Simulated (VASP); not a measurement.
Wanted: the native input for a VASP 6.6.1 run.

```
Task                   : relaxation of cell and atoms
Functional             : PBEsol
Potentials or basis    : VASP PAW PBE potentials, release 64 (Nb_sv, Sn_d)
Cutoff                 : 600 eV
k mesh                 : 6 × 6 × 6
Occupations            : fermi-dirac, width 0.1 eV
Spin                   : no spin polarisation
Dipole correction      : no
Further INCAR settings : ALGO = Normal; EDIFF = 1e-07; IBRION = 2; EDIFFG = -0.01; NSW = 80; ISIF = 3
```

The structure of Nb3Sn lies in POSCAR:

```
Nb3Sn
1.0
    5.2821000000      0.0000000000      0.0000000000
    0.0000000000      5.2821000000      0.0000000000
    0.0000000000      0.0000000000      5.2821000000
Nb Sn
6 2
Direct
    0.2500000000      0.0000000000      0.5000000000
    0.5000000000      0.7500000000      0.0000000000
    0.7500000000      0.0000000000      0.5000000000
    0.5000000000      0.2500000000      0.0000000000
    0.0000000000      0.5000000000      0.7500000000
    0.0000000000      0.5000000000      0.2500000000
    0.0000000000      0.0000000000      0.0000000000
    0.5000000000      0.5000000000      0.5000000000
```

These files were run (other wordings do the same):

INCAR

```
ALGO = Normal ; EDIFF = 1E-7
EDIFFG = -0.01 ; ENCUT = 600
GGA = PS ; IBRION = 2
ISIF = 3 ; ISMEAR = -1
LASPH = T ; LCHARG = F
LREAL = F ; LWAVE = F
NELM = 60 ; NSW = 80
PREC = Accurate ; SIGMA = 0.1
```

KPOINTS

```
k-points
0
Gamma
  6 6 6
```

Potentials or basis: VASP PAW PBE potentials, release 64 (Nb_sv, Sn_d).

Command:

```console
$ cat potpaw_PBE.64/Nb_sv/POTCAR potpaw_PBE.64/Sn_d/POTCAR > POTCAR
$ mpirun -np 1 vasp_std > vasp.out
```

It gave:

- Relaxed volume: 18.17 Å³/atom
- Relaxed cell: a = 5.257 Å, b = 5.257 Å, c = 5.257 Å, α = 90.00°, β = 90.00°, γ = 90.00°
- Space group after relaxing (to 0.1 Å): Pm-3n (No. 223)
- Energy gained by relaxing: 2.0 meV/atom
- Ionic steps: 3
- Pressure after relaxing: 0.0 GPa
- Band gap on the k mesh: zero (bands 53 and 54 overlap by 0.58 eV)

Caveat: the PAW data sets were made with another functional, which shifts forces and pressure a little; spin-orbit coupling is left out, which moves the levels of the heavy elements.

Run time: 16 min on 1 thread of Intel(R) Xeon(R) 6975P-C (Granite Rapids), with other jobs on the host, peak memory 0.38 GiB.
